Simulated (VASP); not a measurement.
Wanted: the native input for a VASP 6.6.1 run.

| Quantity | Value |
| --- | --- |
| Task | single point |
| Functional | PBE |
| Dispersion | D3(BJ) |
| Potentials or basis | VASP PAW PBE potentials, release 64 (Al) |
| Cutoff | 520 eV |
| k mesh | 2 × 3 × 1 |
| Occupations | gaussian, width 0.05 eV |
| Spin | no spin polarisation |
| Dipole correction | no |
| Further INCAR settings | LREAL = Auto; ALGO = Normal; EDIFF = 1e-07; NBANDS = 40 |

The structure of Al lies in POSCAR:

```
Al
1.0
    8.1000000000      0.0000000000      0.0000000000
    0.0000000000      5.7275650000      0.0000000000
    0.0000000000      0.0000000000     15.2956740000
Al
17
Direct
    0.2500000000      0.2500000000      0.0653780000
    0.7500000000      0.2500000000      0.0653780000
    0.2500000000      0.7500000000      0.0653780000
    0.7500000000      0.7500000000      0.0653780000
   -0.0001404341     -0.0033730210      0.1475160092
    0.4991874016     -0.0036014939      0.1473823598
   -0.0001539718      0.5029322739      0.1474787542
    0.4991923987      0.5031376516      0.1473174809
    0.2481166741      0.2500245833      0.2464768377
    0.7482396772      0.2499022420      0.2331048529
    0.2480917661      0.7500722629      0.2462226751
    0.7484100678      0.7498134998      0.2381081645
   -0.0116399689     -0.0074044869      0.3257238247
    0.5070030846     -0.0076536692      0.3255285671
   -0.0115797994      0.5074410653      0.3257210242
    0.5068936104      0.5077495253      0.3254938740
    0.7469882264      0.2500399522      0.4067017086
```

One way to write it, as run:

INCAR

```
SYSTEM = Al
PREC = Accurate
ENCUT = 520
EDIFF = 1E-7
ISMEAR = 0
SIGMA = 0.05
LREAL = Auto
LASPH = .True.
NELM = 100
ALGO = Normal
ISIF = 2
LWAVE = .False.
LCHARG = .False.
GGA = PE
IVDW = 12
NBANDS = 40
```

KPOINTS

```
Automatic mesh
0
Gamma
  2 3 1
  0 0 0
```

Potentials or basis: VASP PAW PBE potentials, release 64 (Al).

Run with:

```sh
$ cat potpaw_PBE.64/Al/POTCAR > POTCAR
$ mpirun -np 1 vasp_std > vasp.out
```

Results of the run:

```yaml
Largest_force: 0.523 eV/Å
Dispersion_energy_per_atom: -0.214 eV
```

Caveat: the k points lie up to 0.39 Å⁻¹ apart.

Run time: 8 min on 1 thread of AMD EPYC 7R43 64-Core Processor (Zen 3) (shared host), peak memory 0.59 GiB.
